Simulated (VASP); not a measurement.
# GaSb2 (Pn-3m) in VASP: a series of runs

Runs on GaSb2. Level: PBE. Tasks: single point, relaxation of cell and atoms.

Program: VASP 6.6.1. These are calculated values, not measurements. Logs are shortened: lines on timing, memory, paths and dates and some standing lists are left out, and cuts for length are marked.

### 1 The cell of the first run

Symmetry: Pn-3m, No. 224, cubic system. The conventional cell has a = 5.492 Å, b = 5.492 Å, c = 5.492 Å, α = 90.00°, β = 90.00°, γ = 90.00°. Ga (site symmetry -43m) has 4 Sb at 2.38 Å within 3.1 Å. Within 3.1 Å of Sb (site symmetry -3m) lie 2 Ga at 2.38 Å.

### 2 Single point, PBE

Input file INCAR:

```
PREC = Accurate
ENCUT = 520
EDIFF = 1E-6
ISMEAR = 0
SIGMA = 0.1
LREAL = False
LASPH = True
NELM = 100
ALGO = Normal
ISIF = 2
LWAVE = False
LCHARG = False
GGA = PE
NBANDS = 32
```

Input file KPOINTS:

```
regular mesh
0
Gamma
  4 4 4
```

Input file POSCAR:

```
GaSb2
1.0
    5.4916553821      0.0000000000      0.0000000000
    0.0000000000      5.4916553821      0.0000000000
    0.0000000000      0.0000000000      5.4916553821
Ga Sb
2 4
Direct
    0.0000000000      0.0000000000      0.0000000000
    0.5000000000      0.5000000000      0.5000000000
    0.2500000000      0.2500000000      0.2500000000
    0.2500000000      0.7500000000      0.7500000000
    0.7500000000      0.7500000000      0.2500000000
    0.7500000000      0.2500000000      0.7500000000
```

Potentials or basis: VASP PAW PBE potentials, release 64 (Ga_d, Sb).

On the command line:

```console
$ cat potpaw_PBE.64/Ga_d/POTCAR potpaw_PBE.64/Sb/POTCAR > POTCAR
$ mpirun -np 1 vasp_std > vasp.out
```

OUTCAR:

```text
PREC = Accurate
   ENCUT = 520
   EDIFF = 1E-6
   ISMEAR = 0
   LREAL = False
   LASPH = True
   NELM = 100
   ISIF = 2
   GGA = PE

 ion  position               nearest neighbor table
   1  0.000  0.000  0.000-   3 2.38   4 2.38   5 2.38   6 2.38
   2  0.500  0.500  0.500-   3 2.38   4 2.38   5 2.38   6 2.38
   3  0.250  0.250  0.250-   1 2.38   2 2.38
   4  0.250  0.750  0.750-   1 2.38   2 2.38
   5  0.750  0.750  0.250-   1 2.38   2 2.38
   6  0.750  0.250  0.750-   1 2.38   2 2.38

  LATTYP: Found a simple cubic cell.
 ALAT       =     5.4916553821

  Lattice vectors:

 A1 = (   5.4916553821,   0.0000000000,   0.0000000000)
 A2 = (   0.0000000000,   5.4916553821,   0.0000000000)
 A3 = (   0.0000000000,   0.0000000000,   5.4916553821)

Analysis of symmetry for initial positions (statically):
=====================================================================
 Subroutine PRICEL returns:
 Original cell was already a primitive cell.

 Routine SETGRP: Setting up the symmetry group for a
 simple cubic supercell.

 Subroutine GETGRP returns: Found 48 space group operations
 (whereof 24 operations were pure point group operations)
 out of a pool of 48 trial point group operations.

The static configuration has the point symmetry T_d .
 The point group associated with its full space group is O_h .

Analysis of symmetry for dynamics (positions and initial velocities):
=====================================================================
 Subroutine PRICEL returns:
 Original cell was already a primitive cell.

 Routine SETGRP: Setting up the symmetry group for a
 simple cubic supercell.

 Subroutine GETGRP returns: Found 48 space group operations
 (whereof 24 operations were pure point group operations)
 out of a pool of 48 trial point group operations.

The dynamic configuration has the point symmetry T_d .
 The point group associated with its full space group is O_h .

 Subroutine INISYM returns: Found 48 space group operations
 (whereof 24 operations are pure point group operations),
 and found     1 'primitive' translations

----------------------------------------------------------------------------------------

                                     Primitive cell

  volume of cell :     165.6189

  direct lattice vectors                    reciprocal lattice vectors
     5.491655382  0.000000000  0.000000000     0.182094456  0.000000000  0.000000000
     0.000000000  5.491655382  0.000000000     0.000000000  0.182094456  0.000000000
     0.000000000  0.000000000  5.491655382     0.000000000  0.000000000  0.182094456

  length of vectors
     5.491655382  5.491655382  5.491655382     0.182094456  0.182094456  0.182094456

  position of ions in fractional coordinates (direct lattice)
     0.000000000  0.000000000  0.000000000
     0.500000000  0.500000000  0.500000000
     0.250000000  0.250000000  0.250000000
     0.250000000  0.750000000  0.750000000
     0.750000000  0.750000000  0.250000000
     0.750000000  0.250000000  0.750000000

  ion indices of the primitive-cell ions
   primitive index   ion index
                 1           1
                 2           2
                 3           3
                 4           4
                 5           5
                 6           6

----------------------------------------------------------------------------------------

 KPOINTS: regular mesh

Automatic generation of k-mesh.
 Grid dimensions read from file:
 generate k-points for:    4    4    4

 Generating k-lattice:

  Cartesian coordinates                     Fractional coordinates (reciprocal lattice)
     0.045523614  0.000000000  0.000000000     0.250000000  0.000000000  0.000000000
     0.000000000  0.045523614  0.000000000     0.000000000  0.250000000  0.000000000
     0.000000000  0.000000000  0.045523614     0.000000000  0.000000000  0.250000000

  Length of vectors
     0.045523614  0.045523614  0.045523614

  Shift w.r.t. Gamma in fractional coordinates (k-lattice)
     0.000000000  0.000000000  0.000000000

 Subroutine IBZKPT returns following result:
 ===========================================

 Found     10 irreducible k-points:

 Following reciprocal coordinates:
            Coordinates               Weight
  0.000000  0.000000  0.000000      1.000000
  0.250000  0.000000  0.000000      6.000000
  0.500000  0.000000  0.000000      3.000000
  0.250000  0.250000  0.000000     12.000000
  0.500000  0.250000  0.000000     12.000000
  0.500000  0.500000  0.000000      3.000000
  0.250000  0.250000  0.250000      8.000000
  0.500000  0.250000  0.250000     12.000000
  0.500000  0.500000  0.250000      6.000000
  0.500000  0.500000  0.500000      1.000000
   k-points           NKPTS =     10   k-points in BZ     NKDIM =     10   number of bands    NBANDS=     32
   number of dos      NEDOS =    301   number of ions     NIONS =      6
   total plane-waves  NPLWV =  74088
   dimension x,y,z NGX =    42 NGY =   42 NGZ =   42
   dimension x,y,z NGXF=    84 NGYF=   84 NGZF=   84
   ions per type =               2   4
   NGX,Y,Z   is equivalent  to a cutoff of  12.71, 12.71, 12.71 a.u.
   NGXF,Y,Z  is equivalent  to a cutoff of  25.43, 25.43, 25.43 a.u.
 SYSTEM =  unknown system
   PREC   = accura    normal or accurate (medium, high low for compatibility)
   ISTART =      0    job   : 0-new  1-cont  2-samecut
   ICHARG =      2    charge: 1-file 2-atom 10-const
   ISPIN  =      1    spin polarized calculation?
   LNONCOLLINEAR =      F non collinear calculations
   LSORBIT =      F    spin-orbit coupling
   LASPH  =      T    aspherical Exc in radial PAW
   ENCUT  =  520.0 eV  38.22 Ry    6.18 a.u.  10.21 10.21 10.21*2*pi/ulx,y,z
   NELM   =    100;   NELMIN=  2; NELMDL= -5     # of ELM steps
   EDIFF  = 0.1E-05   stopping-criterion for ELM
   LREAL  =      F    real-space projection
   EDIFFG = 0.1E-04   stopping-criterion for IOM
   NSW    =      0    number of steps for IOM
   IBRION =     -1    ionic relax: 0-MD 1-quasi-New 2-CG
   NFREE  =      0    steps in history (QN), initial steepest desc. (CG)
   ISIF   =      2    stress and relaxation
   ISYM   =      2    0-nonsym 1-usesym 2-fastsym
   POTIM  = 0.5000    time-step for ionic-motion
   TEBEG  =    0.0;   TEEND  =   0.0 temperature during run
   PSTRESS=    0.0 pullay stress
   NELECT =      46.0000    total number of electrons
   NUPDOWN=      -1.0000    fix difference up-down
   EMIN   =  10.00;   EMAX   =-10.00  energy-range for DOS
   EFERMI =   0.00;   METHOD = LEGACY
   ISMEAR =     0;   SIGMA  =   0.10  broadening in eV -4-tet -1-fermi 0-gaus
   EFERMI_NEDOS =   21; number of points for ismear=-14 and -15
   IALGO  =     38    algorithm
   IMIX   =      4    mixing-type and parameters
     AMIX     =   0.40;   BMIX     =  1.00
     AMIX_MAG =   1.60;   BMIX_MAG =  1.00
  volume/ion in A,a.u.               =      27.60       186.28
  Fermi-wavevector in a.u.,A,eV,Ry     =   1.068130  2.018473 15.522914  1.140902
  Thomas-Fermi vector in A             =   2.203769
   LORBIT       =      0    0 simple, 1 ext, 2 COOP (PROOUT), +10 PAW based schemes
   GGA     = PE    functional components
   LHFCALC =     F    Hartree Fock is set to
   AEXX    =    0.0000 exact exchange contribution
   IVDW    =     0    specifies the selected vdW correction
   LEPSILON=     F    determine dielectric tensor
   LRPA    =     F    only Hartree local field effects (RPA)
 non-spin polarized calculation
 Gauss-broadening in eV      SIGMA  =   0.10
  energy-cutoff  :      520.00
  volume of cell :      165.62
 maximum number of plane-waves:      4492
 NGX is ok and might be reduce to    42
   NGX = 21   NGY = 21   NGZ = 21

 number of electron      45.9999979 magnetization

 Free energy of the ion-electron system (eV)
  ---------------------------------------------------
  ext. energy  EPLUGINS =         0.00000000
  ---------------------------------------------------
  free energy    TOTEN  =       -16.54439364 eV

  energy without entropy =      -16.51927309  energy(sigma->0) =      -16.53183336

 E-fermi :   5.9541     XC(G=0):  -9.5755

 val. band max:        5.9508337199   @ k =   0.5000   0.0000   0.0000
 cond. band min:       5.9568332380   @ k =   0.2500   0.0000   0.0000
 fundamental gap:      0.0059995181
 Fermi energy:         5.9540587305

 k-point     1 :       0.0000    0.0000    0.0000
  band No.  band energies     occupation
      1      -9.8880      2.00000
      2      -9.8880      2.00000
      3      -9.8880      2.00000
      4      -9.8792      2.00000
      5      -9.8792      2.00000
      6      -9.8792      2.00000
[... 24 lines left out ...]
     31      10.1945      0.00000
     32      10.1945      0.00000

 k-point     2 :       0.2500    0.0000    0.0000
  band No.  band energies     occupation
      1      -9.8904      2.00000
      2      -9.8904      2.00000
      3      -9.8873      2.00000
      4      -9.8812      2.00000
      5      -9.8779      2.00000
      6      -9.8779      2.00000
[... 24 lines left out ...]
     31      10.7512      0.00000
     32      10.8039      0.00000

 k-point     3 :       0.5000    0.0000    0.0000
  band No.  band energies     occupation
      1      -9.8924      2.00000
      2      -9.8924      2.00000
      3      -9.8850      2.00000
      4      -9.8850      2.00000
      5      -9.8771      2.00000
      6      -9.8771      2.00000
[... 24 lines left out ...]
     31      11.9454      0.00000
     32      11.9454      0.00000

 k-point     4 :       0.2500    0.2500    0.0000
  band No.  band energies     occupation
      1      -9.8928      2.00000
      2      -9.8921      2.00000
      3      -9.8879      2.00000
      4      -9.8825      2.00000
      5      -9.8770      2.00000
      6      -9.8766      2.00000
[... 164 lines left out ...]
     31      11.5633      0.00000
     32      11.6213      0.00000

 k-point     9 :       0.5000    0.5000    0.2500
  band No.  band energies     occupation
      1      -9.8950      2.00000
      2      -9.8950      2.00000
      3      -9.8915      2.00000
      4      -9.8829      2.00000
      5      -9.8776      2.00000
      6      -9.8776      2.00000
[... 24 lines left out ...]
     31      11.9554      0.00000
     32      12.3700      0.00000

 k-point    10 :       0.5000    0.5000    0.5000
  band No.  band energies     occupation
      1      -9.8931      2.00000
      2      -9.8931      2.00000
      3      -9.8931      2.00000
      4      -9.8811      2.00000
      5      -9.8811      2.00000
      6      -9.8811      2.00000
[... 24 lines left out ...]
     31      11.6517      0.00000
     32      11.6517      0.00000

------------------------ aborting loop because EDIFF is reached ----------------------------------------

  FORCE on cell =-STRESS in cart. coord.  units (eV):
  Direction    XX          YY          ZZ          XY          YZ          ZX
  --------------------------------------------------------------------------------------
  -------------------------------------------------------------------------------------
  Total       13.7003518     13.7003518     13.7003518      0.0000000      0.0000000      0.0000000
  in kB      132.5355766    132.5355766    132.5355766      0.0000000      0.0000000      0.0000000
  external PRESSURE =     132.5355766 kB  Pullay stress =       0.0000000 kB

 VOLUME and BASIS-vectors are now :
 -----------------------------------------------------------------------------
  energy-cutoff  :      520.00
  volume of cell :      165.62
      direct lattice vectors                 reciprocal lattice vectors
     5.491655382  0.000000000  0.000000000     0.182094456  0.000000000  0.000000000
     0.000000000  5.491655382  0.000000000     0.000000000  0.182094456  0.000000000
     0.000000000  0.000000000  5.491655382     0.000000000  0.000000000  0.182094456

 POSITION                                       TOTAL-FORCE (eV/Angst)
 -----------------------------------------------------------------------------------
      0.00000      0.00000      0.00000        -0.000000      0.000000      0.000000
      2.74583      2.74583      2.74583        -0.000000     -0.000000     -0.000000
      1.37291      1.37291      1.37291         0.000000      0.000000      0.000000
      1.37291      4.11874      4.11874        -0.000000      0.000000     -0.000000
      4.11874      4.11874      1.37291        -0.000000     -0.000000      0.000000
      4.11874      1.37291      4.11874         0.000000     -0.000000      0.000000
 -----------------------------------------------------------------------------------
    total drift:                                0.000000     -0.000000     -0.000000

  FREE ENERGIE OF THE ION-ELECTRON SYSTEM (eV)
  ---------------------------------------------------
  free  energy   TOTEN  =       -16.5443936351 eV

  energy  without entropy=      -16.5192730872  energy(sigma->0) =      -16.53183336
```

Wall time 86 s (1 thread of Intel Xeon 8259CL, shared host); peak memory 0.27 GiB.

Results:

- Free energy: -16.5444 eV
- Pressure: 13.3 GPa
- Band gap on the k mesh: zero (bands 23 and 24 overlap by 1.79 eV)

Levels at points of the mesh, in eV from the Fermi level:
| k point | band 20 | band 21 | band 22 | band 23 | band 24 | band 25 | band 26 | band 27 |
| --- | --- | --- | --- | --- | --- | --- | --- | --- |
| (0.00, 0.00, 0.00) | -3.27 | -1.33 | -0.03 | -0.03 | -0.03 | 2.02 | 2.02 | 2.02 |
| (0.50, 0.00, 0.00) | -2.16 | -1.03 | -1.03 | 0.00 | 0.00 | 0.12 | 0.12 | 1.99 |
| (0.50, 0.50, 0.00) | -2.48 | -2.18 | -2.18 | 0.44 | 0.44 | 1.40 | 1.40 | 3.07 |
| (0.50, 0.50, 0.50) | -0.58 | -0.58 | 0.19 | 1.33 | 1.33 | 1.68 | 1.68 | 1.68 |

Caveat: the cell stands under pressure; spin-orbit coupling is left out, which moves the levels of the heavy elements.

### 3 Single point, PBE

This run uses another cell than the first one, of 35.14 Å³/atom.

Input file INCAR:

```
PREC = Accurate ; ENCUT = 520
EDIFF = 1E-7 ; ISMEAR = 0
SIGMA = 0.1 ; LREAL = F
LASPH = T ; NELM = 80
ALGO = Normal ; ISIF = 2
LWAVE = F ; LCHARG = T
GGA = PE ; LELF = T
LVHAR = T ; NBANDS = 32
```

Input file KPOINTS:

```
Automatic mesh
0
Gamma
  4 4 4
```

Changes to POSCAR since step 2:

```diff
@@ -2,5 +2,5 @@
 1.0
-    5.4916553821      0.0000000000      0.0000000000
-    0.0000000000      5.4916553821      0.0000000000
-    0.0000000000      0.0000000000      5.4916553821
+    5.9516847279      0.0000000000      0.0000000000
+    0.0000000000      5.9516847279      0.0000000000
+    0.0000000000      0.0000000000      5.9516847279
 Ga Sb
```

Potentials or basis: VASP PAW PBE potentials, release 64 (Ga_d, Sb).

On the command line:

```console
$ cat potpaw_PBE.64/Ga_d/POTCAR potpaw_PBE.64/Sb/POTCAR > POTCAR
$ mpirun -np 1 vasp_std > vasp.out
```

It took 1.9 min on 1 thread of Intel Xeon 8259CL, shared host; peak memory 0.34 GiB.

The run converged. Its results:

```yaml
Free_energy: -18.0683 eV
Pressure: 0.1 GPa
Band_gap_on_the_k_mesh: zero (bands 23 and 24 overlap by 1.27 eV)
```

Levels at points of the mesh, in eV from the Fermi level:
```tsv
k point	band 19	band 20	band 21	band 22	band 23	band 24	band 25	band 26
(0.00, 0.00, 0.00)	-2.40	-2.40	-2.11	0.03	0.03	0.03	1.36	1.36
(0.50, 0.00, 0.00)	-1.50	-1.50	-1.03	-1.03	0.00	0.00	0.13	0.13
(0.50, 0.50, 0.00)	-1.96	-1.96	-1.60	-1.60	0.32	0.32	1.00	1.00
(0.50, 0.50, 0.50)	-1.47	-0.61	-0.61	-0.61	0.93	0.93	1.18	1.18
```

Caveat: spin-orbit coupling is left out, which moves the levels of the heavy elements.

(Part 1 of 2 ends here.)

The gap in the log of VASP goes by the Fermi energy; the results here count the filled bands.